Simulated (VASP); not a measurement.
Here is a VASP 6.6.1 calculation.

File POSCAR:

```
CdTe
1.0
    0.0000000000      3.2471555650      3.2471555650
    3.2471555650      0.0000000000      3.2471555650
    3.2471555650      3.2471555650      0.0000000000
Cd Te
1 1
Direct
    0.0000000000      0.0000000000      0.0000000000
    0.2500000000      0.2500000000      0.2500000000
```

INCAR.step1

```
  PREC = Accurate
  ENCUT = 520
  EDIFF = 1E-5
  ISMEAR = 0
  SIGMA = 0.01
  LREAL = F
  LASPH = T
  NELM = 60
  ALGO = Normal
  ISIF = 2
  LWAVE = T
  LCHARG = F
  NBANDS = 16
  GGA = PE
```

Contents of INCAR.step2:

```
  PREC = Accurate
  ENCUT = 520
  EDIFF = 1E-6
  ISMEAR = 0
  SIGMA = 0.01
  LREAL = F
  LASPH = T
  NELM = 60
  ALGO = Normal
  ISIF = 2
  LWAVE = F
  LCHARG = F
  GGA = PE
  LHFCALC = T
  HFSCREEN = 0.2079
  PRECFOCK = Normal
  NBANDS = 16
  ISTART = 1
```

Contents of KPOINTS:

```
regular mesh
0
Gamma
  4 4 4
```

Potentials or basis: VASP PAW PBE potentials, release 64 (Cd, Te).

Command:

```console
$ cat potpaw_PBE.64/Cd/POTCAR potpaw_PBE.64/Te/POTCAR > POTCAR
$ cp INCAR.step1 INCAR
$ mpirun -np 1 vasp_std > vasp.out
$ cp INCAR.step2 INCAR
$ mpirun -np 1 vasp_std > vasp.out
```

(1) What does it give for the band gap on the k mesh?

(2) What does it give for the pressure?

## Answers

(1) 1.54 eV.

(2) 1.5 GPa.

Caveat: the cell differs from its parent crystal (strain -1.0%); the PAW data sets were made with another functional, which shifts forces and pressure a little; spin-orbit coupling is left out, which moves the levels of the heavy elements.
